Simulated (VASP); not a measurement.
# BaTiO3 (Amm2) in VASP: notebook

The runs below take BaTiO3 through relaxation of cell and atoms, with r2SCAN.

Everything below comes from runs of VASP 6.6.1. Logs are shortened: lines on timing, memory, paths and dates and some standing lists are left out, and cuts for length are marked.

**1. The cell of the first run**

The structure is orthorhombic, space group Amm2 (No. 38). Conventional cell: a = 3.984 Å, b = 5.674 Å, c = 5.692 Å, α = 90.00°, β = 90.00°, γ = 90.00°. Within 3.7 Å of Ba (site symmetry mm2) lie 12 O at 2.80 to 2.89 Å and 8 Ti at 3.44 to 3.51 Å. Within 2.6 Å of Ti (site symmetry mm2) lie 6 O at 1.95 to 2.07 Å. Within 2.6 Å of O (site symmetry mm2) lie 2 Ti at 1.99 Å. O (site symmetry m) has 2 Ti at 1.95 to 2.07 Å within 2.6 Å.

**2. Relaxation of cell and atoms, r2SCAN**

Input file POSCAR:

```
BaTiO3
1.0
    3.9841000000      0.0000000000      0.0000000000
    0.0000000000      2.8370500000      2.8458000000
    0.0000000000     -2.8370500000      2.8458000000
Ba Ti O
1 1 3
Direct
    0.0000000000      0.0000000000      0.0000000000
    0.5000000000      0.5079000000      0.5079000000
    0.0000000000      0.4921000000      0.4921000000
    0.5000000000      0.5025100000      0.9937100000
    0.5000000000      0.9937100000      0.5025100000
```

Input file INCAR.step1:

```
PREC = Accurate
ENCUT = 600
ISMEAR = 0
SIGMA = 0.02
LREAL = False
LASPH = True
NELM = 100
GGA = PE
ALGO = Normal
EDIFF = 1E-4
LWAVE = True
LCHARG = False
```

Input file INCAR.step2:

```
PREC = Accurate
ENCUT = 600
EDIFF = 1E-7
ISMEAR = 0
SIGMA = 0.02
LREAL = False
LASPH = True
NELM = 100
ALGO = Normal
ISIF = 3
LWAVE = False
LCHARG = False
METAGGA = R2SCAN
LMIXTAU = True
IBRION = 2
NSW = 80
EDIFFG = -0.01
ISTART = 1
```

Input file KPOINTS:

```
Automatic mesh
0
Gamma
  2 2 2
```

Potentials or basis: VASP PAW PBE potentials, release 64 (Ba_sv, Ti_sv, O).

Launch:

```console
$ cat potpaw_PBE.64/Ba_sv/POTCAR potpaw_PBE.64/Ti_sv/POTCAR potpaw_PBE.64/O/POTCAR > POTCAR
$ cp INCAR.step1 INCAR
$ mpirun -np 1 vasp_std > vasp.out
$ cp INCAR.step2 INCAR
$ mpirun -np 1 vasp_std > vasp.out
```

OUTCAR:

```text
PREC = Accurate
   ENCUT = 600
   EDIFF = 1E-7
   ISMEAR = 0
   LREAL = False
   LASPH = True
   NELM = 100
   ISIF = 3
   METAGGA = R2SCAN
   IBRION = 2
   NSW = 80
   EDIFFG = -0.01
   ISTART = 1

 ion  position               nearest neighbor table
   1  0.000  0.000  0.000-   3 2.80   4 2.82   5 2.82   4 2.82   5 2.82   4 2.84   5 2.84   5 2.84
                             4 2.84   3 2.84   3 2.84   3 2.89   2 3.44   2 3.44   2 3.47   2 3.47
   2  0.500  0.508  0.508-   4 1.95   5 1.95   3 1.99   3 1.99   5 2.07   4 2.07   1 3.44   1 3.44
                             1 3.47   1 3.47   1 3.47   1 3.47   1 3.51   1 3.51
   3  0.000  0.492  0.492-   2 1.99   2 1.99   1 2.80   1 2.84   1 2.84   1 2.89
   4  0.500  0.503  0.994-   2 1.95   2 2.07   1 2.82   1 2.82   1 2.84   1 2.84
   5  0.500  0.994  0.503-   2 1.95   2 2.07   1 2.82   1 2.82   1 2.84   1 2.84

  LATTYP: Found a base centered orthorhombic cell.
 ALAT       =     5.6741000000
 B/A-ratio  =     1.0030841896
 C/A-ratio  =     0.7021554079

  Lattice vectors:

 A1 = (   0.0000000000,   2.8370500000,  -2.8458000000)
 A2 = (   0.0000000000,   2.8370500000,   2.8458000000)
 A3 = (   3.9841000000,   0.0000000000,   0.0000000000)

Analysis of symmetry for initial positions (statically):
=====================================================================
 Subroutine PRICEL returns:
 Original cell was already a primitive cell.

 Routine SETGRP: Setting up the symmetry group for a
 base centered orthorhombic supercell.

 Subroutine GETGRP returns: Found  4 space group operations
 (whereof  4 operations were pure point group operations)
 out of a pool of  8 trial point group operations.

The static configuration has the point symmetry C_2v.

Analysis of symmetry for dynamics (positions and initial velocities):
=====================================================================
 Subroutine PRICEL returns:
 Original cell was already a primitive cell.

 Routine SETGRP: Setting up the symmetry group for a
 base centered orthorhombic supercell.

 Subroutine GETGRP returns: Found  4 space group operations
 (whereof  4 operations were pure point group operations)
 out of a pool of  8 trial point group operations.

The dynamic configuration has the point symmetry C_2v.

 Subroutine INISYM returns: Found  4 space group operations
 (whereof  4 operations are pure point group operations),
 and found     1 'primitive' translations

----------------------------------------------------------------------------------------

                                     Primitive cell

  volume of cell :      64.3327

  direct lattice vectors                    reciprocal lattice vectors
     3.984100000  0.000000000  0.000000000     0.250997716  0.000000000  0.000000000
     0.000000000  2.837050000  2.845800000     0.000000000  0.176239404  0.175697519
     0.000000000 -2.837050000  2.845800000     0.000000000 -0.176239404  0.175697519

  length of vectors
     3.984100000  4.018386535  4.018386535     0.250997716  0.248857280  0.248857280

  position of ions in fractional coordinates (direct lattice)
     0.000000000  0.000000000  0.000000000
     0.500000000  0.507900000  0.507900000
     0.000000000  0.492100000  0.492100000
     0.500000000  0.502510000  0.993710000
     0.500000000  0.993710000  0.502510000

  ion indices of the primitive-cell ions
   primitive index   ion index
                 1           1
                 2           2
                 3           3
                 4           4
                 5           5

----------------------------------------------------------------------------------------

 KPOINTS: Automatic mesh

Automatic generation of k-mesh.
 Grid dimensions read from file:
 generate k-points for:    2    2    2

 Generating k-lattice:

  Cartesian coordinates                     Fractional coordinates (reciprocal lattice)
     0.125498858  0.000000000  0.000000000     0.500000000  0.000000000  0.000000000
     0.000000000  0.088119702  0.087848760     0.000000000  0.500000000  0.000000000
     0.000000000 -0.088119702  0.087848760     0.000000000  0.000000000  0.500000000

  Length of vectors
     0.125498858  0.124428640  0.124428640

  Shift w.r.t. Gamma in fractional coordinates (k-lattice)
     0.000000000  0.000000000  0.000000000

 Subroutine IBZKPT returns following result:
 ===========================================

 Found      6 irreducible k-points:

 Following reciprocal coordinates:
            Coordinates               Weight
  0.000000  0.000000  0.000000      1.000000
  0.500000  0.000000  0.000000      1.000000
  0.000000  0.500000  0.000000      2.000000
  0.500000  0.500000  0.000000      2.000000
  0.000000  0.500000  0.500000      1.000000
  0.500000  0.500000  0.500000      1.000000
   k-points           NKPTS =      6   k-points in BZ     NKDIM =      6   number of bands    NBANDS=     24
   number of dos      NEDOS =    301   number of ions     NIONS =      5
   total plane-waves  NPLWV =  32768
   dimension x,y,z NGX =    32 NGY =   32 NGZ =   32
   dimension x,y,z NGXF=    64 NGYF=   64 NGZF=   64
   ions per type =               1   1   3
   NGX,Y,Z   is equivalent  to a cutoff of  13.35, 13.24, 13.24 a.u.
   NGXF,Y,Z  is equivalent  to a cutoff of  26.71, 26.48, 26.48 a.u.
 SYSTEM =  unknown system
   PREC   = accura    normal or accurate (medium, high low for compatibility)
   ISTART =      1    job   : 0-new  1-cont  2-samecut
   ICHARG =      0    charge: 1-file 2-atom 10-const
   ISPIN  =      1    spin polarized calculation?
   LNONCOLLINEAR =      F non collinear calculations
   LSORBIT =      F    spin-orbit coupling
   LASPH  =      T    aspherical Exc in radial PAW
   ENCUT  =  600.0 eV  44.10 Ry    6.64 a.u.   7.96  8.03  8.03*2*pi/ulx,y,z
   NELM   =    100;   NELMIN=  2; NELMDL=  0     # of ELM steps
   EDIFF  = 0.1E-06   stopping-criterion for ELM
   LREAL  =      F    real-space projection
   EDIFFG = -.1E-01   stopping-criterion for IOM
   NSW    =     80    number of steps for IOM
   IBRION =      2    ionic relax: 0-MD 1-quasi-New 2-CG
   NFREE  =      1    steps in history (QN), initial steepest desc. (CG)
   ISIF   =      3    stress and relaxation
   ISYM   =      2    0-nonsym 1-usesym 2-fastsym
   POTIM  = 0.5000    time-step for ionic-motion
   TEBEG  =    0.0;   TEEND  =   0.0 temperature during run
   PSTRESS=    0.0 pullay stress
   NELECT =      40.0000    total number of electrons
   NUPDOWN=      -1.0000    fix difference up-down
   EMIN   =  10.00;   EMAX   =-10.00  energy-range for DOS
   EFERMI =   0.00;   METHOD = LEGACY
   ISMEAR =     0;   SIGMA  =   0.02  broadening in eV -4-tet -1-fermi 0-gaus
   EFERMI_NEDOS =   21; number of points for ismear=-14 and -15
   IALGO  =     38    algorithm
   IMIX   =      4    mixing-type and parameters
     AMIX     =   0.40;   BMIX     =  1.00
     AMIX_MAG =   1.60;   BMIX_MAG =  1.00
  volume/ion in A,a.u.               =      12.87        86.83
  Fermi-wavevector in a.u.,A,eV,Ry     =   1.397283  2.640482 26.564002  1.952399
  Thomas-Fermi vector in A             =   2.520554
   LORBIT       =      0    0 simple, 1 ext, 2 COOP (PROOUT), +10 PAW based schemes
   METAGGA = R2SCAN    functional components
   LHFCALC =     F    Hartree Fock is set to
   AEXX    =    0.0000 exact exchange contribution
   IVDW    =     0    specifies the selected vdW correction
   LEPSILON=     F    determine dielectric tensor
   LRPA    =     F    only Hartree local field effects (RPA)
 conjugate gradient relaxation of ions
 non-spin polarized calculation
 Gauss-broadening in eV      SIGMA  =   0.02
  energy-cutoff  :      600.00
  volume of cell :       64.33
 maximum number of plane-waves:      2176
 NGX is ok and might be reduce to    32
   NGX = 15   NGY = 17   NGZ = 17

--------------------------------------- Ionic step        1  -------------------------------------------

 number of electron      39.9999994 magnetization

 Free energy of the ion-electron system (eV)
  ---------------------------------------------------
  ext. energy  EPLUGINS =         0.00000000
  ---------------------------------------------------
  free energy    TOTEN  =       -73.55098971 eV

  energy without entropy =      -73.55098971  energy(sigma->0) =      -73.55098971

------------------------ aborting loop because EDIFF is reached ----------------------------------------

  FORCE on cell =-STRESS in cart. coord.  units (eV):
  Direction    XX          YY          ZZ          XY          YZ          ZX
  --------------------------------------------------------------------------------------
  -------------------------------------------------------------------------------------
  Total        1.3211354      1.1750935      0.8456102      0.0000000      0.0000000      0.0000000
  in kB       32.9023056     29.2651954     21.0595552      0.0000000      0.0000000      0.0000000
  external PRESSURE =      27.7423521 kB  Pullay stress =       0.0000000 kB
[... 98 lines left out ...]
  FREE ENERGIE OF THE ION-ELECTRON SYSTEM (eV)
  ---------------------------------------------------
  free  energy   TOTEN  =       -73.4207919301 eV

  energy  without entropy=      -73.4207919301  energy(sigma->0) =      -73.42079193

[... ionic steps 4 to 19 ...]

--------------------------------------- Ionic step       20  -------------------------------------------

 number of electron      40.0000005 magnetization

------------------------ aborting loop because EDIFF is reached ----------------------------------------

  FORCE on cell =-STRESS in cart. coord.  units (eV):
  Direction    XX          YY          ZZ          XY          YZ          ZX
  --------------------------------------------------------------------------------------
  -------------------------------------------------------------------------------------
  Total       -0.0142015      0.0133395      0.0425854      0.0000000      0.0000000      0.0000000
  in kB       -0.3304824      0.3104223      0.9910025      0.0000000      0.0000000      0.0000000
  external PRESSURE =       0.3236475 kB  Pullay stress =       0.0000000 kB
[... 63 lines left out ...]
  energy  without entropy=      -74.0921967056  energy(sigma->0) =      -74.09219671

--------------------------------------- Ionic step       22  -------------------------------------------

 number of electron      40.0000006 magnetization

 Free energy of the ion-electron system (eV)
  ---------------------------------------------------
  ext. energy  EPLUGINS =         0.00000000
  ---------------------------------------------------
  free energy    TOTEN  =       -74.09219743 eV

  energy without entropy =      -74.09219743  energy(sigma->0) =      -74.09219743

 E-fermi :   3.0488     XC(G=0): -11.4556

 val. band max:        2.9576186032   @ k =   0.5000   0.5000   0.5000
 cond. band min:       6.3092170399   @ k =   0.0000   0.0000   0.0000
 fundamental gap:      3.3515984367
 Fermi energy:         3.0488184425

 k-point     1 :       0.0000    0.0000    0.0000
  band No.  band energies     occupation
      1     -55.2754      2.00000
      2     -30.5890      2.00000
      3     -30.5554      2.00000
      4     -30.4217      2.00000
      5     -22.7916      2.00000
      6     -14.7301      2.00000
[... 183 lines left out ...]
  FREE ENERGIE OF THE ION-ELECTRON SYSTEM (eV)
  ---------------------------------------------------
  free  energy   TOTEN  =       -74.0921974302 eV

  energy  without entropy=      -74.0921974302  energy(sigma->0) =      -74.09219743

 reached required accuracy - stopping structural energy minimisation
```

Run time: 14 min. Hardware: 1 thread of Intel Xeon Platinum 8259CL at 2.50GHz (Skylake/Cascade Lake), shared host; peak memory 0.2 GiB.

Results:

```
Free energy                           : -74.0922 eV
Relaxed volume                        : 13.77 Å³/atom
Relaxed cell                          : a = 3.851 Å, b = 4.229 Å, c = 4.229 Å, α = 88.69°, β = 90.00°, γ = 90.00°
Space group after relaxing (to 0.1 Å) : Amm2 (No. 38)
Energy gained by relaxing             : 108.2 meV/atom
Ionic steps                           : 22
Pressure after relaxing               : 0.1 GPa
Largest force after relaxing          : 0.010 eV/Å
Band gap on the k mesh                : 3.35 eV (least direct gap 4.11 eV)
```

Forces in eV/Å, atoms in the order of the input:
```
Ba   0.000  0.000 -0.002
Ti   0.000  0.000 -0.010
O    0.000  0.000 -0.005
O    0.000 -0.001  0.008
O    0.000  0.001  0.008
```

Step by step:
| step | energy change (eV) | largest force (eV/Å) | pressure (GPa) | volume (Å³) |
| --- | --- | --- | --- | --- |
| 1 | 0.0000 | 1.6042 | 2.77 | 64.33 |
| 2 | -0.2359 | 1.9999 | -1.42 | 66.43 |
| 3 | 0.1302 | 4.8309 | -1.47 | 72.99 |
| 4 | -0.3642 | 0.8189 | -3.05 | 68.19 |
| 5 | -0.3722 | 0.5241 | -3.32 | 68.82 |
| 6 | -0.3801 | 2.3015 | 2.94 | 67.93 |
| 7 | -0.4123 | 1.0261 | -0.16 | 68.34 |
| 8 | -0.5115 | 0.3790 | 0.81 | 67.73 |
| 9 | -0.5195 | 0.3089 | 1.44 | 67.49 |
| 10 | -0.5294 | 0.2781 | -0.60 | 68.44 |
| 11 | -0.5297 | 0.3078 | -1.00 | 68.63 |
| 12 | -0.5364 | 0.1303 | -0.59 | 68.77 |
| 13 | -0.5379 | 0.1081 | -0.27 | 68.87 |
| 14 | -0.5397 | 0.0502 | -0.04 | 68.78 |
| 15 | -0.5406 | 0.0589 | 0.28 | 68.67 |
| 16 | -0.5409 | 0.0651 | -0.05 | 68.81 |
| 17 | -0.5409 | 0.0696 | -0.12 | 68.84 |
| 18 | -0.5411 | 0.0207 | -0.02 | 68.86 |
| 19 | -0.5411 | 0.0203 | -0.03 | 68.86 |
| 20 | -0.5412 | 0.0151 | 0.03 | 68.85 |
| 21 | -0.5412 | 0.0109 | 0.08 | 68.84 |
| 22 | -0.5412 | 0.0099 | 0.09 | 68.84 |

Final structure:
```
Ba Ti O
1.0
     3.85067    0.00000    0.00000
     0.00000    2.95562    3.02420
     0.00000   -2.95562    3.02420
Ba Ti O
1 1 3
Direct
  0.00000 0.02268 0.02268
  0.50000 0.54221 0.54221
  0.00000 0.47446 0.47446
  0.50000 0.49019 0.96669
  0.50000 0.96669 0.49019
```

Caveat: the k points lie up to 0.82 Å⁻¹ apart in the final cell; the PAW data sets were made with another functional, which shifts forces and pressure a little; spin-orbit coupling is left out, which moves the levels of the heavy elements.

**3. Relaxation of cell and atoms, r2SCAN**

POSCAR is that of step 2.

Input file INCAR.step1:

```
SYSTEM = BaTiO3
  PREC = Accurate
  ENCUT = 600
  ISMEAR = 0
  SIGMA = 0.02
  LREAL = .False.
  LASPH = .True.
  NELM = 100
  GGA = PE
  ALGO = Normal
  EDIFF = 1E-4
  LWAVE = .True.
  LCHARG = .False.
```

Input file INCAR.step2:

```
SYSTEM = BaTiO3
  PREC = Accurate
  ENCUT = 600
  EDIFF = 1E-6
  ISMEAR = 0
  SIGMA = 0.02
  LREAL = .False.
  LASPH = .True.
  NELM = 100
  ALGO = Normal
  ISIF = 3
  LWAVE = .False.
  LCHARG = .False.
  METAGGA = R2SCAN
  LMIXTAU = .True.
  IBRION = 2
  NSW = 80
  EDIFFG = -0.01
  ISTART = 1
```

Input file KPOINTS:

```
regular mesh
0
Gamma
  4 4 4
  0 0 0
```

Potentials or basis: VASP PAW PBE potentials, release 64 (Ba_sv, Ti_sv, O).

Launch:

```console
$ cat potpaw_PBE.64/Ba_sv/POTCAR potpaw_PBE.64/Ti_sv/POTCAR potpaw_PBE.64/O/POTCAR > POTCAR
$ cp INCAR.step1 INCAR
$ mpirun -np 1 vasp_std > vasp.out
$ cp INCAR.step2 INCAR
$ mpirun -np 1 vasp_std > vasp.out
```

It took 24 min on 1 thread of Intel Xeon Platinum 8259CL at 2.50GHz (Skylake/Cascade Lake), shared host; peak memory 0.22 GiB.

It converged, with:

```
Free energy                           : -74.2750 eV
Relaxed volume                        : 13.15 Å³/atom
Relaxed cell                          : a = 3.976 Å, b = 4.067 Å, c = 4.067 Å, α = 89.70°, β = 90.00°, γ = 90.00°
Space group after relaxing (to 0.1 Å) : Amm2 (No. 38)
Energy gained by relaxing             : 8.5 meV/atom
Ionic steps                           : 18
Pressure after relaxing               : 0.0 GPa
Largest force after relaxing          : 0.007 eV/Å
Band gap on the k mesh                : 2.61 eV (least direct gap 3.08 eV)
```

Forces in eV/Å, atoms in the order of the input:
```
Ba   0.000  0.000 -0.004
Ti   0.000  0.000  0.007
O    0.000  0.000 -0.001
O    0.000  0.001 -0.001
O    0.000 -0.001 -0.001
```

Step by step:
```tsv
step	energy change (eV)	largest force (eV/Å)	pressure (GPa)	volume (Å³)
1	0.0000	0.2329	0.55	64.33
2	-0.0089	0.2795	-0.36	64.74
3	-0.0140	0.2887	-2.04	65.70
4	-0.0148	0.3018	-1.64	65.43
5	-0.0188	0.2695	-1.29	65.38
6	-0.0251	0.1232	-0.30	65.27
7	-0.0255	0.1061	0.13	65.22
8	-0.0296	0.1106	0.25	65.23
9	-0.0369	0.1282	0.71	65.24
10	-0.0292	0.1936	1.96	65.24
11	-0.0378	0.1377	0.99	65.24
12	-0.0398	0.1104	-0.14	65.65
13	-0.0398	0.1083	-0.20	65.68
14	-0.0406	0.0946	-0.17	65.68
15	-0.0420	0.0419	-0.01	65.69
16	-0.0411	0.0617	0.32	65.70
17	-0.0423	0.0180	0.09	65.69
18	-0.0425	0.0071	-0.02	65.77
```

Final structure:
```xyz
5
Lattice="3.9758 0.0000 0.0000 0.0000 2.8684 2.8835 0.0000 -2.8684 2.8835" Properties=species:S:1:pos:R:3 pbc="T T T"
Ba    0.0000    0.0000    0.0452
Ti    1.9879    0.0000    3.0200
O     0.0000    0.0000    2.8286
O     1.9879   -1.3947    4.2511
O     1.9879    1.3947    4.2511
```

Levels at points of the mesh, in eV from the valence-band top:
| k point | band 16 | band 17 | band 18 | band 19 | band 20 | band 21 | band 22 | band 23 | band 24 |
| --- | --- | --- | --- | --- | --- | --- | --- | --- | --- |
| (0.00, 0.00, 0.00) | -1.36 | -1.15 | -0.57 | -0.55 | -0.48 | 2.61 | 2.81 | 2.89 | 4.61 |
| (0.50, 0.00, 0.00) | -2.18 | -1.66 | -1.53 | -1.24 | -1.13 | 2.98 | 4.00 | 4.20 | 4.59 |
| (0.00, 0.50, 0.00) | -1.87 | -1.83 | -1.67 | -1.00 | -0.83 | 2.82 | 4.05 | 4.07 | 4.60 |
| (0.50, 0.50, 0.00) | -2.62 | -1.77 | -0.98 | -0.94 | -0.08 | 4.09 | 4.12 | 4.47 | 5.10 |
| (0.00, 0.50, 0.50) | -2.64 | -1.68 | -0.97 | -0.89 | -0.29 | 4.05 | 4.10 | 4.37 | 5.40 |
| (0.50, 0.50, 0.50) | -2.46 | -2.42 | -0.21 | -0.02 | 0.00 | 4.57 | 4.61 | 4.75 | 6.97 |

Caveat: the PAW data sets were made with another functional, which shifts forces and pressure a little; spin-orbit coupling is left out, which moves the levels of the heavy elements. Zero-point motion and thermal expansion aren't in these numbers.
